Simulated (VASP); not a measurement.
# La36HO54 (a cell with a defect) in VASP: notebook

The runs below take La36HO54 (a cell with a defect) through single point, with PBE.

Everything below comes from runs of VASP 6.6.1. Logs are shortened: lines on timing, memory, paths and dates and some standing lists are left out, and cuts for length are marked.

## 1. The cell of the first run

The cell holds a defect, 91 atoms: a = 11.822 Å, b = 11.822 Å, c = 12.376 Å, α = 90.00°, β = 90.00°, γ = 120.00°.

## 2. Single point, PBE

INCAR reads:

```
SYSTEM = La36HO54
PREC     = Accurate       ! precision mode
ENCUT    = 520            ! plane-wave cutoff, eV
EDIFF    = 1E-6           ! SCF threshold, eV
ISMEAR   = -1             ! smearing method
SIGMA    = 0.01           ! smearing width, eV
LREAL    = Auto         
LASPH    = .True.         ! aspherical terms in the spheres
NELM     = 60             ! most SCF steps
ALGO     = Normal         ! electronic algorithm
ISIF     = 2              ! what is computed and relaxed
LWAVE    = .False.        ! write WAVECAR
LCHARG   = .False.        ! write CHGCAR
GGA      = PE             ! functional
NELECT   = 720.0        
NBANDS   = 412            ! bands
```

KPOINTS reads:

```
regular mesh
0
Gamma
  1 1 1
  0 0 0
```

POSCAR reads:

```
La36HO54
1.0
   11.8217180600     -0.0000000900      0.0000000000
   -5.9108589500     10.2379082000      0.0000000000
    0.0000000000      0.0000000000     12.3757188400
La O H
36 54 1
Direct
    0.2227915935      0.1152223595      0.3783536311
    0.1146725323      0.2243633610      0.1233278748
    0.2198598399      0.1061668002      0.8761611870
    0.1144204509      0.2241644013      0.6260842401
    0.2243951675      0.4458324303      0.3758338634
    0.1146513633      0.5575733803      0.1233325245
    0.2235578293      0.4454180349      0.8804066152
    0.1144147622      0.5575087395      0.6260837315
    0.2227916247      0.7748158700      0.3783693075
    0.1130588771      0.8901451182      0.1283103619
    0.2198859833      0.7809668539      0.8761541403
    0.1115785962      0.8894128170      0.6193316725
    0.5580995932      0.1126932964      0.3752271836
    0.4445391241      0.2245789652      0.1233558454
    0.5551439806      0.1112020942      0.8787757148
    0.4433159803      0.2199976584      0.6263543888
    0.5524900527      0.4411919829      0.3756223488
    0.4463365999      0.5567968565      0.1235815617
    0.5588173619      0.4450011442      0.8775359631
    0.4412018954      0.5542202903      0.6303693793
    0.5524680901      0.7785408007      0.3756293976
    0.4445296637      0.8872416799      0.1233635320
    0.5588034610      0.7810704973      0.8775309950
    0.4433340352      0.8905960822      0.6263395713
    0.8966041020      0.1170923333      0.3775659014
    0.7808429048      0.2240533209      0.1255328041
    0.8899998834      0.1122686721      0.8808567008
    0.7756318498      0.2214319367      0.6270364644
    0.8965891792      0.4467695740      0.3775698825
    0.7793034712      0.5563285708      0.1303518491
    0.8900041681      0.4449829964      0.8808436061
    0.7777231375      0.5386684383      0.6260682343
    0.8952713477      0.7812740708      0.3806446553
    0.7792797781      0.8902225498      0.1303531144
    0.8868281184      0.7770519533      0.8936459506
    0.7777201569      0.9063069612      0.6260652908
    0.2239353834      0.1118952037      0.1786888816
    0.1155470968      0.2272446239      0.3178762594
   -0.0021181405     -0.0073768815      0.0024853548
    0.2215233770      0.1085432193      0.6798771396
    0.1135745632      0.2225658421      0.8300877529
    0.0163647982      0.0288079119      0.4975919085
    0.2252292521      0.4462551915      0.1739204964
    0.1155332073      0.5555512095      0.3178961496
   -0.0019285029      0.3326837934      0.0019366952
    0.2234405004      0.4453483570      0.6832397888
    0.1135744885      0.5582790706      0.8300619463
    0.0049237250      0.3360835603      0.4969436795
    0.2239454657      0.7792934502      0.1787297434
    0.1125898296      0.8899193702      0.3299053107
   -0.0020906255      0.6725017437      0.0025366934
    0.2215386289      0.7802478340      0.6798421050
    0.0944805557      0.8808625464      0.8127449686
    0.0163513042      0.6548163748      0.4975976299
    0.5565080206      0.1118948829      0.1723900771
    0.4468361771      0.2216431265      0.3240116081
    0.3228516635     -0.0049758303     -0.0044386626
    0.5553084393      0.1112926798      0.6828143310
    0.4439731900      0.2223690731      0.8253725517
    0.3320916726     -0.0002923813      0.5081423101
    0.5574623131      0.4447709988      0.1806583716
    0.4460022406      0.5566236907      0.3221488613
    0.3394092770      0.3352461104      0.0047458493
    0.5568677962      0.4448083871      0.6786382252
    0.4465551522      0.5569005140      0.8275173108
    0.3331626462      0.3333069995      0.5010399013
    0.5574365837      0.7799483380      0.1806732828
    0.4468454770      0.8924691227      0.3240523566
    0.3394070435      0.6714678481      0.0047122166
    0.5568577710      0.7793087326      0.6786113809
    0.4439924241      0.8888845347      0.8253252718
    0.3331406783      0.6670610587      0.5010066446
    0.8909411442      0.1118866253      0.1785191545
    0.7780275542      0.2226391866      0.3231041125
    0.6700381414     -0.0050669376     -0.0010298475
    0.8936431696      0.1191664561      0.6834044839
    0.7763744456      0.2218098996      0.8282263860
    0.6696883764      0.0054106958      0.5092338179
    0.8909286141      0.4463018225      0.1785386880
    0.7793593373      0.5576962996      0.3327151637
    0.6700893125      0.3423843578     -0.0009974207
    0.8936328798      0.4417161219      0.6833858932
    0.7848026775      0.5636473602      0.8182775991
    0.6696641451      0.3315349645      0.5091975141
    0.8905987586      0.7789382140      0.1829130912
    0.7793439965      0.8889323360      0.3327129411
    0.6736197893      0.6704539879      0.0028810622
    0.8668192422      0.7670352472      0.6031739949
    0.7847902017      0.8884059965      0.8182687198
    0.6405641766      0.6538981984      0.4942243026
    0.7222899179      0.6947617656      0.5386090052
```

Potentials or basis: VASP PAW PBE potentials, release 64 (La, O, H).

Run with:

```
$ cat potpaw_PBE.64/La/POTCAR potpaw_PBE.64/O/POTCAR potpaw_PBE.64/H/POTCAR > POTCAR
$ mpirun -np 1 vasp_gam > vasp.out
```

OUTCAR:

```text
SYSTEM = La36HO54
   PREC = Accurate
   ENCUT = 520
   EDIFF = 1E-6
   ISMEAR = -1
   LREAL = Auto
   LASPH = .True.
   NELM = 60
   ISIF = 2
   GGA = PE
   NELECT = 720.0

 ion  position               nearest neighbor table
   1  0.223  0.115  0.378-  38 2.37  50 2.38  56 2.39  37 2.47  42 2.59  66 2.70  60 2.81
   2  0.115  0.224  0.123-  43 2.36  37 2.37  73 2.39  38 2.41  63 2.73  45 2.75  39 2.80
   3  0.220  0.106  0.876-  41 2.35  59 2.38  40 2.43  53 2.44  57 2.64  39 2.76
   4  0.114  0.224  0.626-  76 2.37  46 2.37  40 2.38  41 2.52  42 2.56  66 2.72  48 2.77
   5  0.224  0.446  0.376-  44 2.35  38 2.35  62 2.36  43 2.50  48 2.70  72 2.74  66 2.74
   6  0.115  0.558  0.123-  43 2.36  49 2.37  79 2.39  44 2.41  69 2.73  45 2.75  51 2.80
   7  0.224  0.445  0.880-  41 2.37  47 2.37  65 2.38  46 2.44  45 2.76  69 2.78  63 2.78
   8  0.114  0.558  0.626-  82 2.37  46 2.37  52 2.38  47 2.52  54 2.56  72 2.72  48 2.77
   9  0.223  0.775  0.378-  44 2.37  50 2.38  68 2.39  49 2.47  54 2.59  72 2.70  60 2.81
  10  0.113  0.890  0.128-  37 2.35  49 2.35  85 2.38  50 2.49  57 2.70  51 2.72  39 2.72
  11  0.220  0.781  0.876-  47 2.35  71 2.38  52 2.43  53 2.44  57 2.64  51 2.76
  12  0.112  0.889  0.619-  52 2.37  40 2.37  53 2.40  88 2.51  60 2.64
  13  0.558  0.113  0.375-  68 2.34  56 2.34  74 2.34  55 2.51  84 2.79  78 2.79
  14  0.445  0.225  0.123-  37 2.36  61 2.36  55 2.38  56 2.48  63 2.65  81 2.78
  15  0.555  0.111  0.879-  77 2.35  71 2.37  59 2.37  58 2.43  57 2.78  75 2.80  81 2.80
  16  0.443  0.220  0.626-  58 2.37  40 2.37  64 2.39  59 2.46  60 2.69  84 2.73  66 2.76
  17  0.552  0.441  0.376-  56 2.34  62 2.37  80 2.38  61 2.41  90 2.64  66 2.73
[... 9 lines left out ...]
  27  0.890  0.112  0.881-  41 2.37  77 2.38  89 2.42  76 2.44  75 2.69  45 2.71  39 2.77
  28  0.776  0.221  0.627-  58 2.36  82 2.36  76 2.36  77 2.49  78 2.65  84 2.65
  29  0.897  0.447  0.378-  44 2.36  74 2.39  80 2.40  79 2.46  54 2.60  48 2.69
  30  0.779  0.556  0.130-  79 2.35  61 2.35  85 2.37  80 2.50  81 2.73  51 2.74  87 2.75
  31  0.890  0.445  0.881-  47 2.37  77 2.38  83 2.42  82 2.44  81 2.69  45 2.71  51 2.77
  32  0.778  0.539  0.626-  82 2.29  64 2.36  88 2.37  83 2.39  84 2.57
  33  0.895  0.781  0.381-  50 2.31  80 2.37  86 2.37  85 2.45  88 2.77
  34  0.779  0.890  0.130-  73 2.35  67 2.36  85 2.37  86 2.50  75 2.73  39 2.74  87 2.75
  35  0.887  0.777  0.894-  53 2.35  89 2.38  83 2.38  87 2.57  39 2.59  51 2.59
  36  0.778  0.906  0.626-  76 2.29  70 2.36  88 2.37  89 2.39  78 2.57
  37  0.224  0.112  0.179-  10 2.35  14 2.36   2 2.37   1 2.47
  38  0.116  0.227  0.318-   5 2.35  25 2.36   1 2.37   2 2.41
  39  0.998  0.993  0.002-  35 2.59  10 2.72  34 2.74   3 2.76  27 2.77   2 2.80
  40  0.222  0.109  0.680-  12 2.37  16 2.37   4 2.38   3 2.43
  41  0.114  0.223  0.830-   3 2.35   7 2.37  27 2.37   4 2.52
  42  0.016  0.029  0.498-   4 2.56   1 2.59  25 2.60
  43  0.225  0.446  0.174-  18 2.35   2 2.36   6 2.36   5 2.50
  44  0.116  0.556  0.318-   5 2.35  29 2.36   9 2.37   6 2.41
  45  0.998  0.333  0.002-  26 2.70  31 2.71  27 2.71   6 2.75   2 2.75   7 2.76
  46  0.223  0.445  0.683-  20 2.32   4 2.37   8 2.37   7 2.44
  47  0.114  0.558  0.830-  11 2.35   7 2.37  31 2.37   8 2.52
  48  0.005  0.336  0.497-  25 2.69  29 2.69   5 2.70   4 2.77   8 2.77
  49  0.224  0.779  0.179-  10 2.35  22 2.36   6 2.37   9 2.47
  50  0.113  0.890  0.330-  33 2.31   1 2.38   9 2.38  10 2.49
[... 351 lines left out ...]
     AMIX     =   0.40;   BMIX     =  1.00
     AMIX_MAG =   1.60;   BMIX_MAG =  1.00
  volume/ion in A,a.u.               =      16.46       111.08
  Fermi-wavevector in a.u.,A,eV,Ry     =   1.282424  2.423430 22.376289  1.644611
  Thomas-Fermi vector in A             =   2.414736
   LORBIT       =      0    0 simple, 1 ext, 2 COOP (PROOUT), +10 PAW based schemes
   GGA     = PE    functional components
   LHFCALC =     F    Hartree Fock is set to
   AEXX    =    0.0000 exact exchange contribution
   IVDW    =     0    specifies the selected vdW correction
   LEPSILON=     F    determine dielectric tensor
   LRPA    =     F    only Hartree local field effects (RPA)
 non-spin polarized calculation
  energy-cutoff  :      520.00
  volume of cell :     1497.83
 maximum number of plane-waves:     20145
 NGX is ok and might be reduce to    90
   NGX = 43   NGY = 43   NGZ = 47

 number of electron     719.9999964 magnetization

 Free energy of the ion-electron system (eV)
  ---------------------------------------------------
  ext. energy  EPLUGINS =         0.00000000
  ---------------------------------------------------
  free energy    TOTEN  =      -763.70687804 eV

  energy without entropy =     -763.70687804  energy(sigma->0) =     -763.70687804

 E-fermi :   6.0685     XC(G=0): -10.3742

 val. band max:        5.8003510194   @ k =   0.0000   0.0000   0.0000
 cond. band min:       9.6457552811   @ k =   0.0000   0.0000   0.0000
 fundamental gap:      3.8454042617
 Fermi energy:         6.0685412939

 k-point     1 :       0.0000    0.0000    0.0000
  band No.  band energies     occupation
      1     -24.0595      2.00000
      2     -23.9998      2.00000
      3     -23.9513      2.00000
      4     -23.9306      2.00000
      5     -23.9173      2.00000
      6     -23.9106      2.00000
[... 364 lines left out ...]
    371      10.0789      0.00000
    372      10.1558      0.00000
 [bands above 372 left out]

------------------------ aborting loop because EDIFF is reached ----------------------------------------

  FORCE on cell =-STRESS in cart. coord.  units (eV):
  Direction    XX          YY          ZZ          XY          YZ          ZX
  --------------------------------------------------------------------------------------
  -------------------------------------------------------------------------------------
  Total       -7.0335140     -4.8417812     -5.5524920     -1.8943988     -0.7373448     -1.2892131
  in kB       -7.5235131     -5.1790903     -5.9393137     -2.0263746     -0.7887129     -1.3790279
  external PRESSURE =      -6.2139723 kB  Pullay stress =       0.0000000 kB

 VOLUME and BASIS-vectors are now :
 -----------------------------------------------------------------------------
  energy-cutoff  :      520.00
  volume of cell :     1497.83
      direct lattice vectors                 reciprocal lattice vectors
    11.821718060 -0.000000090  0.000000000     0.084590074  0.048838101  0.000000000
    -5.910858950 10.237908200  0.000000000     0.000000001  0.097676203  0.000000000
     0.000000000  0.000000000 12.375718840     0.000000000  0.000000000  0.080803387

 POSITION                                       TOTAL-FORCE (eV/Angst)
 -----------------------------------------------------------------------------------
      1.95272      1.17964      4.68240        -0.000193     -0.000505     -0.013337
      0.02945      2.29701      1.52627        -0.001791     -0.000779      0.017757
      1.97158      1.08693     10.84312        -0.007567      0.015981     -0.019577
      0.02764      2.29497      7.74824         0.000499     -0.004077      0.006270
      0.01748      4.56439      4.65121        -0.004036     -0.002453     -0.007586
     -1.94036      5.70839      1.52633        -0.000612     -0.001421      0.017502
[... 83 lines left out ...]
      3.70747      6.69455      6.11638        -0.069995     -0.040561     -0.066533
      4.43207      7.11291      6.66567         0.068025      0.039619      0.053292
 -----------------------------------------------------------------------------------
    total drift:                               -0.002938      0.006238      0.016759

  FREE ENERGIE OF THE ION-ELECTRON SYSTEM (eV)
  ---------------------------------------------------
  free  energy   TOTEN  =      -763.7068780414 eV

  energy  without entropy=     -763.7068780414  energy(sigma->0) =     -763.70687804
```

It took 48 min on 1 thread of Intel Xeon Platinum 8259CL at 2.50GHz (Skylake/Cascade Lake), shared host; peak memory 1.5 GiB.

What came out:

| Quantity | Value |
| --- | --- |
| Free energy | -763.7069 eV |
| Largest force | 0.105 eV/Å |

Forces in eV/Å, atoms in the order of the input:
```
La   0.000 -0.001 -0.013
La  -0.002 -0.001  0.018
La  -0.008  0.016 -0.020
La   0.000 -0.004  0.006
La  -0.004 -0.002 -0.008
La  -0.001 -0.001  0.018
La   0.002  0.001 -0.013
La  -0.003  0.002  0.006
La  -0.001  0.000 -0.014
La   0.003  0.002  0.016
La   0.011 -0.015 -0.020
La  -0.003  0.000  0.009
La   0.000  0.000 -0.012
La   0.003 -0.002  0.017
La   0.006  0.003 -0.015
La  -0.001  0.001  0.012
La  -0.005 -0.002 -0.009
La  -0.001  0.000  0.018
La  -0.006 -0.009 -0.012
La  -0.001 -0.002  0.011
La  -0.003 -0.004 -0.010
La   0.001  0.003  0.017
La  -0.011  0.000 -0.013
La   0.001 -0.001  0.013
La   0.002  0.002 -0.001
La  -0.004 -0.002  0.013
La   0.001  0.006 -0.013
La  -0.005 -0.003  0.004
La   0.003  0.000  0.000
La   0.005 -0.006  0.009
La   0.006 -0.002 -0.012
La   0.009 -0.009  0.010
La   0.014  0.008 -0.016
La  -0.003  0.008  0.009
La  -0.002 -0.001 -0.006
La  -0.004  0.013  0.011
O   -0.002  0.002 -0.001
O   -0.001 -0.001  0.004
O    0.008 -0.006 -0.005
O    0.004  0.003 -0.009
O   -0.001 -0.002  0.005
O    0.002  0.005  0.000
O   -0.002 -0.002 -0.008
O   -0.003  0.000  0.004
O    0.001  0.002 -0.004
O    0.001  0.000 -0.010
O   -0.001 -0.003  0.006
O   -0.001  0.001  0.005
O    0.001 -0.001 -0.001
O   -0.014 -0.009  0.017
O   -0.002  0.010 -0.005
O    0.004  0.004 -0.010
O   -0.006 -0.003 -0.001
O    0.006 -0.001  0.001
O   -0.001 -0.002 -0.004
O    0.004  0.006  0.009
O   -0.005 -0.003 -0.004
O   -0.003 -0.004 -0.010
O    0.000  0.003  0.001
O   -0.001  0.000  0.005
O   -0.002  0.006 -0.004
O    0.003  0.003  0.007
O    0.000  0.003  0.001
O   -0.004  0.003 -0.004
O    0.001  0.000  0.000
O   -0.002  0.004  0.004
O    0.004 -0.004 -0.005
O    0.006  0.000  0.009
O    0.003 -0.001  0.002
O    0.001 -0.006 -0.003
O    0.001  0.000  0.002
O    0.004 -0.001  0.003
O    0.001 -0.002 -0.001
O    0.002  0.000  0.003
O    0.002 -0.005  0.002
O   -0.002 -0.008 -0.007
O    0.000 -0.001  0.007
O    0.001  0.000  0.002
O    0.001  0.003  0.000
O    0.000  0.011  0.000
O   -0.003  0.003 -0.001
O   -0.007  0.002 -0.006
O    0.001  0.005 -0.002
O    0.002  0.000  0.001
O   -0.007 -0.005  0.010
O    0.009 -0.006  0.002
O    0.002  0.003 -0.002
O   -0.008 -0.003 -0.002
O    0.005 -0.002 -0.001
O   -0.070 -0.041 -0.067
H    0.068  0.040  0.053
```

Caveat: the k points lie up to 0.61 Å⁻¹ apart; the cell carries a net charge on a neutralising background, which shifts energy and pressure; the cell is charged against a uniform background, so pressure and absolute levels hang on convention; spin-orbit coupling is left out, which moves the levels of the heavy elements.

(Continued in part 2 of 2.)
